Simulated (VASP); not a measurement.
# Sr (P6_3/mmc) in VASP: single point with PBE

Aim: the single point of Sr with PBE.

Program: VASP 6.6.1. These are calculated values, not measurements. Logs are shortened: lines on timing, memory, paths and dates and some standing lists are left out, and cuts for length are marked.

## Step 1: The cell of the first run

It takes space group P6_3/mmc (No. 194, hexagonal). Conventional cell: a = 4.310 Å, b = 4.310 Å, c = 6.909 Å, α = 90.00°, β = 90.00°, γ = 120.00°. Sr (site symmetry -6m2) has 12 Sr at 4.26 to 4.31 Å within 5.6 Å.

This isn't the form of Sr at room conditions, which is fcc.

## Step 2: Single point, PBE (strain -0.0200 x Voigt [0, 0, 1, 0, 0, 0])

INCAR

```
  PREC = Accurate
  ENCUT = 520
  EDIFF = 1E-6
  ISMEAR = 0
  SIGMA = 0.15
  LREAL = False
  LASPH = True
  NELM = 80
  ALGO = Fast
  ISIF = 2
  LWAVE = False
  LCHARG = False
  GGA = PE
  NBANDS = 17
```

KPOINTS

```
Automatic mesh
0
Gamma
  15 15 8
```

POSCAR

```
Sr
1.0
    4.3100002207      0.0000000000      0.0000000000
   -2.1550001104      3.7325696814      0.0000000000
    0.0000000000      0.0000000000      6.9090000000
Sr
2
Direct
    0.3333333333      0.6666666667      0.2500000000
    0.6666666667      0.3333333333      0.7500000000
```

Potentials or basis: VASP PAW PBE potentials, release 64 (Sr_sv).

Started as:

```bash
$ cat potpaw_PBE.64/Sr_sv/POTCAR > POTCAR
$ mpirun -np 1 vasp_std > vasp.out
```

OUTCAR:

```text
PREC = Accurate
   ENCUT = 520
   EDIFF = 1E-6
   ISMEAR = 0
   LREAL = False
   LASPH = True
   NELM = 80
   ISIF = 2
   GGA = PE

 ion  position               nearest neighbor table
   1  0.333  0.667  0.250-   2 4.26   2 4.26   2 4.26   2 4.26   2 4.26   2 4.26
   2  0.667  0.333  0.750-   1 4.26   1 4.26   1 4.26   1 4.26   1 4.26   1 4.26

  LATTYP: Found a hexagonal cell.
 ALAT       =     4.3100002207
 C/A-ratio  =     1.6030161592

  Lattice vectors:

 A1 = (   4.3100002207,   0.0000000000,   0.0000000000)
 A2 = (  -2.1550001104,   3.7325696814,   0.0000000000)
 A3 = (   0.0000000000,   0.0000000000,   6.9090000000)

Analysis of symmetry for initial positions (statically):
=====================================================================
 Subroutine PRICEL returns:
 Original cell was already a primitive cell.

 Routine SETGRP: Setting up the symmetry group for a
 hexagonal supercell.

 Subroutine GETGRP returns: Found 24 space group operations
 (whereof 12 operations were pure point group operations)
 out of a pool of 24 trial point group operations.

The static configuration has the point symmetry D_3d.
 The point group associated with its full space group is D_6h.

Analysis of symmetry for dynamics (positions and initial velocities):
=====================================================================
 Subroutine PRICEL returns:
 Original cell was already a primitive cell.

 Routine SETGRP: Setting up the symmetry group for a
 hexagonal supercell.

 Subroutine GETGRP returns: Found 24 space group operations
 (whereof 12 operations were pure point group operations)
 out of a pool of 24 trial point group operations.

The dynamic configuration has the point symmetry D_3d.
 The point group associated with its full space group is D_6h.

 Subroutine INISYM returns: Found 24 space group operations
 (whereof 12 operations are pure point group operations),
 and found     1 'primitive' translations

----------------------------------------------------------------------------------------

                                     Primitive cell

  volume of cell :     111.1477

  direct lattice vectors                    reciprocal lattice vectors
     4.310000221  0.000000000  0.000000000     0.232018550  0.133955972  0.000000000
    -2.155000110  3.732569681  0.000000000     0.000000000  0.267911944  0.000000000
     0.000000000  0.000000000  6.909000000     0.000000000  0.000000000  0.144738747

  length of vectors
     4.310000221  4.310000221  6.909000000     0.267911944  0.267911944  0.144738747

  position of ions in fractional coordinates (direct lattice)
     0.333333333  0.666666667  0.250000000
     0.666666667  0.333333333  0.750000000

  ion indices of the primitive-cell ions
   primitive index   ion index
                 1           1
                 2           2

----------------------------------------------------------------------------------------

 KPOINTS: Automatic mesh

Automatic generation of k-mesh.
 Grid dimensions read from file:
 generate k-points for:   15   15    8

 Generating k-lattice:

  Cartesian coordinates                     Fractional coordinates (reciprocal lattice)
     0.015467903  0.008930398  0.000000000     0.066666667  0.000000000  0.000000000
     0.000000000  0.017860796  0.000000000     0.000000000  0.066666667  0.000000000
     0.000000000  0.000000000  0.018092343     0.000000000  0.000000000  0.125000000

  Length of vectors
     0.017860796  0.017860796  0.018092343

  Shift w.r.t. Gamma in fractional coordinates (k-lattice)
     0.000000000  0.000000000  0.000000000

 Subroutine IBZKPT returns following result:
 ===========================================

 Found    135 irreducible k-points:

 Following reciprocal coordinates:
            Coordinates               Weight
  0.000000  0.000000  0.000000      1.000000
  0.066667  0.000000  0.000000      6.000000
  0.133333  0.000000  0.000000      6.000000
  0.200000  0.000000  0.000000      6.000000
  0.266667  0.000000  0.000000      6.000000
  0.333333  0.000000  0.000000      6.000000
[... 16 lines left out ...]
  0.333333  0.200000  0.000000     12.000000
  0.400000  0.200000  0.000000      6.000000
 [... further k-points ...]
   k-points           NKPTS =    135   k-points in BZ     NKDIM =    135   number of bands    NBANDS=     17
   number of dos      NEDOS =    301   number of ions     NIONS =      2
   total plane-waves  NPLWV =  55296
   dimension x,y,z NGX =    32 NGY =   32 NGZ =   54
   dimension x,y,z NGXF=    64 NGYF=   64 NGZF=  108
   ions per type =               2
   NGX,Y,Z   is equivalent  to a cutoff of  12.34, 12.34, 12.99 a.u.
   NGXF,Y,Z  is equivalent  to a cutoff of  24.69, 24.69, 25.99 a.u.
 SYSTEM =  unknown system
   PREC   = accura    normal or accurate (medium, high low for compatibility)
   ISTART =      0    job   : 0-new  1-cont  2-samecut
   ICHARG =      2    charge: 1-file 2-atom 10-const
   ISPIN  =      1    spin polarized calculation?
   LNONCOLLINEAR =      F non collinear calculations
   LSORBIT =      F    spin-orbit coupling
   LASPH  =      T    aspherical Exc in radial PAW
   ENCUT  =  520.0 eV  38.22 Ry    6.18 a.u.   8.01  8.01 12.85*2*pi/ulx,y,z
   NELM   =     80;   NELMIN=  2; NELMDL= -5     # of ELM steps
   EDIFF  = 0.1E-05   stopping-criterion for ELM
   LREAL  =      F    real-space projection
   EDIFFG = 0.1E-04   stopping-criterion for IOM
   NSW    =      0    number of steps for IOM
   IBRION =     -1    ionic relax: 0-MD 1-quasi-New 2-CG
   NFREE  =      0    steps in history (QN), initial steepest desc. (CG)
   ISIF   =      2    stress and relaxation
   ISYM   =      2    0-nonsym 1-usesym 2-fastsym
   POTIM  = 0.5000    time-step for ionic-motion
   TEBEG  =    0.0;   TEEND  =   0.0 temperature during run
   PSTRESS=    0.0 pullay stress
   NELECT =      20.0000    total number of electrons
   NUPDOWN=      -1.0000    fix difference up-down
   EMIN   =  10.00;   EMAX   =-10.00  energy-range for DOS
   EFERMI =   0.00;   METHOD = LEGACY
   ISMEAR =     0;   SIGMA  =   0.15  broadening in eV -4-tet -1-fermi 0-gaus
   EFERMI_NEDOS =   21; number of points for ismear=-14 and -15
   IALGO  =     68    algorithm
   IMIX   =      4    mixing-type and parameters
     AMIX     =   0.40;   BMIX     =  1.00
     AMIX_MAG =   1.60;   BMIX_MAG =  1.00
  volume/ion in A,a.u.               =      55.57       375.03
  Fermi-wavevector in a.u.,A,eV,Ry     =   0.924240  1.746560 11.622359  0.854219
  Thomas-Fermi vector in A             =   2.049964
   LORBIT       =      0    0 simple, 1 ext, 2 COOP (PROOUT), +10 PAW based schemes
   GGA     = PE    functional components
   LHFCALC =     F    Hartree Fock is set to
   AEXX    =    0.0000 exact exchange contribution
   IVDW    =     0    specifies the selected vdW correction
   LEPSILON=     F    determine dielectric tensor
   LRPA    =     F    only Hartree local field effects (RPA)
 non-spin polarized calculation
 RMM-DIIS sequential band-by-band and
 Gauss-broadening in eV      SIGMA  =   0.15
  energy-cutoff  :      520.00
  volume of cell :      111.15
 maximum number of plane-waves:      3018
   NGX = 17   NGY = 17   NGZ = 25

 number of electron      20.0000000 magnetization

 Free energy of the ion-electron system (eV)
  ---------------------------------------------------
  ext. energy  EPLUGINS =         0.00000000
  ---------------------------------------------------
  free energy    TOTEN  =        -3.28011605 eV

  energy without entropy =       -3.25188453  energy(sigma->0) =       -3.26600029

 E-fermi :   1.5741     XC(G=0):  -7.3184

 val. band max:        1.5706535281   @ k =   0.3333   0.3333   0.3750
 cond. band min:       1.5912001698   @ k =   0.3333   0.1333   0.0000
 fundamental gap:      0.0205466416
 Fermi energy:         1.5741433179

 k-point     1 :       0.0000    0.0000    0.0000
  band No.  band energies     occupation
      1     -35.0840      2.00000
      2     -35.0696      2.00000
      3     -17.1675      2.00000
      4     -17.0043      2.00000
      5     -17.0043      2.00000
      6     -16.9754      2.00000
[... 9 lines left out ...]
     16       4.2451      0.00000
     17       4.6787      0.00000

 k-point     2 :       0.0667    0.0000    0.0000
  band No.  band energies     occupation
      1     -35.0835      2.00000
      2     -35.0694      2.00000
      3     -17.1648      2.00000
      4     -17.0101      2.00000
      5     -17.0062      2.00000
      6     -16.9815      2.00000
[... 9 lines left out ...]
     16       4.3034      0.00000
     17       4.5662      0.00000

 k-point     3 :       0.1333    0.0000    0.0000
  band No.  band energies     occupation
      1     -35.0821      2.00000
      2     -35.0688      2.00000
      3     -17.1569      2.00000
      4     -17.0265      2.00000
      5     -17.0115      2.00000
      6     -16.9985      2.00000
[... 9 lines left out ...]
     16       4.2953      0.00000
     17       4.4567      0.00000

 k-point     4 :       0.2000    0.0000    0.0000
  band No.  band energies     occupation
      1     -35.0800      2.00000
      2     -35.0680      2.00000
      3     -17.1446      2.00000
      4     -17.0508      2.00000
      5     -17.0231      2.00000
      6     -17.0192      2.00000
[... 9 lines left out ...]
     16       4.3154      0.00000
     17       4.5413      0.00000
[... 343 lines left out ...]
      1     -35.0721      2.00000
      2     -35.0663      2.00000
      3     -17.1090      2.00000
      4     -17.0949      2.00000
      5     -17.0912      2.00000
      6     -17.0511      2.00000
[... 9 lines left out ...]
     16       5.1338      0.00000
     17       5.2766      0.00000

 k-point    23 :       0.3333    0.2000    0.0000
  band No.  band energies     occupation
      1     -35.0703      2.00000
      2     -35.0665      2.00000
      3     -17.1213      2.00000
      4     -17.0958      2.00000
      5     -17.0765      2.00000
      6     -17.0640      2.00000
[... 9 lines left out ...]
     16       5.1268      0.00000
     17       5.5577      0.00000

 k-point    24 :       0.4000    0.2000    0.0000
  band No.  band energies     occupation
      1     -35.0696      2.00000
      2     -35.0667      2.00000
      3     -17.1256      2.00000
      4     -17.0949      2.00000
      5     -17.0700      2.00000
      6     -17.0694      2.00000
[... 9 lines left out ...]
     16       5.1987      0.00000
     17       5.6259      0.00000

 [... further k-points ...]

------------------------ aborting loop because EDIFF is reached ----------------------------------------

  FORCE on cell =-STRESS in cart. coord.  units (eV):
  Direction    XX          YY          ZZ          XY          YZ          ZX
  --------------------------------------------------------------------------------------
  -------------------------------------------------------------------------------------
  Total       -0.1479504     -0.1479504      0.1852575      0.0000000      0.0000000      0.0000000
  in kB       -2.1326828     -2.1326828      2.6704599      0.0000000      0.0000000      0.0000000
  external PRESSURE =      -0.5316352 kB  Pullay stress =       0.0000000 kB

 VOLUME and BASIS-vectors are now :
 -----------------------------------------------------------------------------
  energy-cutoff  :      520.00
  volume of cell :      111.15
      direct lattice vectors                 reciprocal lattice vectors
     4.310000221  0.000000000  0.000000000     0.232018550  0.133955972  0.000000000
    -2.155000110  3.732569681  0.000000000     0.000000000  0.267911944  0.000000000
     0.000000000  0.000000000  6.909000000     0.000000000  0.000000000  0.144738747

 POSITION                                       TOTAL-FORCE (eV/Angst)
 -----------------------------------------------------------------------------------
     -0.00000      2.48838      1.72725         0.000000     -0.000000      0.000000
      2.15500      1.24419      5.18175        -0.000000      0.000000     -0.000000
 -----------------------------------------------------------------------------------
    total drift:                               -0.000000      0.000000     -0.000000

  FREE ENERGIE OF THE ION-ELECTRON SYSTEM (eV)
  ---------------------------------------------------
  free  energy   TOTEN  =        -3.2801160541 eV

  energy  without entropy=       -3.2518845327  energy(sigma->0) =       -3.26600029
```

Wall time 2.6 min (1 thread of Intel Xeon Platinum 8375C at 2.90GHz (Ice Lake), shared host); peak memory 0.37 GiB.

Results:

```yaml
Free_energy: -3.2801 eV
Pressure: -0.1 GPa
Band_gap_on_the_k_mesh: zero (bands 10 and 11 overlap by 0.29 eV)
```

Caveat: the cell differs from its parent crystal (strain -0.0200 x Voigt [0, 0, 1, 0, 0, 0]).
